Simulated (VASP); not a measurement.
# Bi (R-3m) in VASP: notebook, part 3 of 3

VASP 6.6.1. The steps go on from the part before.

## 7. Density of states, LDA

This run uses another cell than the first one, of 35.38 Å³/atom, 1.063 times its volume.

POSCAR

```
Bi
1.0
    2.2729996784      1.3123169762      3.9540000000
   -2.2729996784      1.3123169762      3.9540000000
    0.0000000000     -2.6246339523      3.9540000000
Bi
2
Direct
    0.2338900000      0.2338900000      0.2338900000
    0.7661100000      0.7661100000      0.7661100000
```

INCAR.step1

```
SYSTEM = Bi
  PREC = Accurate
  ENCUT = 520
  EDIFF = 1E-7
  ISMEAR = -1
  SIGMA = 0.03
  LREAL = .FALSE.
  LASPH = .TRUE.
  NELM = 80
  ALGO = Normal
  ISIF = 2
  LWAVE = .FALSE.
  LCHARG = .TRUE.
  GGA = CA
  NBANDS = 22
```

KPOINTS.step1

```
Automatic mesh
0
G
  11 11 11
  0 0 0
```

INCAR.step2

```
SYSTEM = Bi
  PREC = Accurate
  ENCUT = 520
  EDIFF = 1E-7
  ISMEAR = -5
  SIGMA = 0.03
  LREAL = .FALSE.
  LASPH = .TRUE.
  NELM = 80
  ALGO = Normal
  ISIF = 2
  LWAVE = .FALSE.
  LCHARG = .FALSE.
  GGA = CA
  LORBIT = 11
  NBANDS = 22
  NEDOS = 2001
  ICHARG = 11
```

KPOINTS.step2

```
Automatic mesh
0
G
  17 17 17
  0 0 0
```

Potentials or basis: VASP PAW LDA potentials, release 64 (Bi_d).

On the command line:

```
cat potpaw_LDA.64/Bi_d/POTCAR > POTCAR
cp INCAR.step1 INCAR
cp KPOINTS.step1 KPOINTS
mpirun -np 1 vasp_std > vasp.out
cp INCAR.step2 INCAR
cp KPOINTS.step2 KPOINTS
mpirun -np 1 vasp_std > vasp.out
```

OUTCAR:

```text
SYSTEM = Bi
   PREC = Accurate
   ENCUT = 520
   EDIFF = 1E-7
   ISMEAR = -5
   LREAL = .FALSE.
   LASPH = .TRUE.
   NELM = 80
   ISIF = 2
   GGA = CA
   LORBIT = 11
   ICHARG = 11

 ion  position               nearest neighbor table
   1  0.234  0.234  0.234-   2 3.07   2 3.07   2 3.07   2 3.53   2 3.53   2 3.53
   2  0.766  0.766  0.766-   1 3.07   1 3.07   1 3.07   1 3.53   1 3.53   1 3.53

  LATTYP: Found a trigonal (rhomboedric) cell.
 ALAT       =     4.7458212550
 COS(alpha) =     0.5412184017

  Lattice vectors:

 A1 = (   2.2729996784,   1.3123169762,   3.9540000000)
 A2 = (  -2.2729996784,   1.3123169762,   3.9540000000)
 A3 = (   0.0000000000,  -2.6246339523,   3.9540000000)

Analysis of symmetry for initial positions (statically):
=====================================================================
 Subroutine PRICEL returns:
 Original cell was already a primitive cell.

 Routine SETGRP: Setting up the symmetry group for a
 trigonal (rhombohedral) supercell.

 Subroutine GETGRP returns: Found 12 space group operations
 (whereof 12 operations were pure point group operations)
 out of a pool of 12 trial point group operations.

[... 169 lines left out ...]

 k-point     1 :       0.0000    0.0000    0.0000
  band No.  band energies     occupation
      1     -16.8497      2.00000
      2     -16.8497      2.00000
      3     -16.6954      2.00000
      4     -16.6954      2.00000
      5     -16.6788      2.00000
      6     -16.5116      2.00000
[... 589 lines left out ...]
     21      12.2905      0.00000
     22      13.3231      0.00000

 [... further k-points ...]

------------------------ aborting loop because EDIFF is reached ----------------------------------------

  FORCE on cell =-STRESS in cart. coord.  units (eV):
  Direction    XX          YY          ZZ          XY          YZ          ZX
  --------------------------------------------------------------------------------------
  -------------------------------------------------------------------------------------
  Total       -0.7390215     -0.7390215     -0.6831918      0.0000000     -0.0000000      0.0000000
  in kB      -16.7317597    -16.7317597    -15.4677507      0.0000000     -0.0000000      0.0000000
  external PRESSURE =     -16.3104233 kB  Pullay stress =       0.0000000 kB

 VOLUME and BASIS-vectors are now :
 -----------------------------------------------------------------------------
  energy-cutoff  :      520.00
  volume of cell :       70.77
      direct lattice vectors                 reciprocal lattice vectors
     2.272999678  1.312316976  3.954000000     0.219973634  0.127001837  0.084302816
    -2.272999678  1.312316976  3.954000000    -0.219973634  0.127001837  0.084302816
     0.000000000 -2.624633952  3.954000000     0.000000000 -0.254003674  0.084302816

 POSITION                                       TOTAL-FORCE (eV/Angst)
 -----------------------------------------------------------------------------------
      0.00000      0.00000      2.77440         0.000000      0.000000      0.059815
      0.00000      0.00000      9.08760         0.000000     -0.000000     -0.059815
 -----------------------------------------------------------------------------------
    total drift:                                0.000000     -0.000000      0.000000

  FREE ENERGIE OF THE ION-ELECTRON SYSTEM (eV)
  ---------------------------------------------------
  free  energy   TOTEN  =        -9.0996268575 eV

  energy  without entropy=       -9.0996268575  energy(sigma->0) =       -9.09962686

 total charge

# of ion       s       p       d       tot
------------------------------------------
    1        1.532   1.365   9.910  12.807
    2        1.532   1.365   9.910  12.807
--------------------------------------------------
tot          3.064   2.731  19.820  25.615
```

OUTCAR.step1:

```text
SYSTEM = Bi
   PREC = Accurate
   ENCUT = 520
   EDIFF = 1E-7
   ISMEAR = -1
   LREAL = .FALSE.
[... 822 lines left out ...]
      0.00000      0.00000      2.77440         0.000000      0.000000      0.060846
      0.00000      0.00000      9.08760         0.000000     -0.000000     -0.060846
 -----------------------------------------------------------------------------------
    total drift:                                0.000000     -0.000000      0.000000

  FREE ENERGIE OF THE ION-ELECTRON SYSTEM (eV)
  ---------------------------------------------------
  free  energy   TOTEN  =        -9.1053125652 eV

  energy  without entropy=       -9.1046737690  energy(sigma->0) =       -9.10499317
```

It took 9.1 min on 1 thread of Oxide Virtual Turin-like, shared host; peak memory 0.6 GiB.

Results:

* Valence electrons inside the program's atomic spheres: Bi 12.81

Caveat: spin-orbit coupling is left out, which moves the levels of the heavy elements; tetrahedron occupations give inexact forces and stress in metals.

## 8. Overview

| task | cell | cutoff (eV) | k mesh for the DOS | occupations for the DOS | gap on the mesh (eV) | pressure (GPa) | largest force (eV/Å) |
| --- | --- | --- | --- | --- | --- | --- | --- |
| electric field gradients | a = 4.703 Å, angles 55.9°, 2 atoms | 400 | - | - | none | 1.5 | 0.32 |
| electric field gradients | a = 4.731 Å, angles 56.8°, 2 atoms | 400 | - | - | none | -0.8 | 0.14 |
| electric field gradients | a = 4.777 Å, angles 57.2°, 2 atoms | 520 | - | - | none | -2.6 | 0.03 |
| electric field gradients | a = 4.808 Å, angles 57.2°, 2 atoms | 520 | - | - | none | -3.4 | 0.11 |
| density of states | a = 4.746 Å, angles 57.2°, 2 atoms | 520 | 17 × 17 × 17 | tetrahedron | - | - | - |

Alike in all rows: level LDA; potentials or basis VASP PAW LDA potentials, release 64 (Bi_d); no spin polarisation; k mesh 11 × 11 × 11; smearing fermi-dirac 0.03 eV.

Caveats: spin-orbit coupling is left out, which moves the levels of the heavy elements; tetrahedron occupations give inexact forces and stress in metals (some runs).

Total energies depend on the potentials used, so only differences within one code and one set of settings carry meaning.
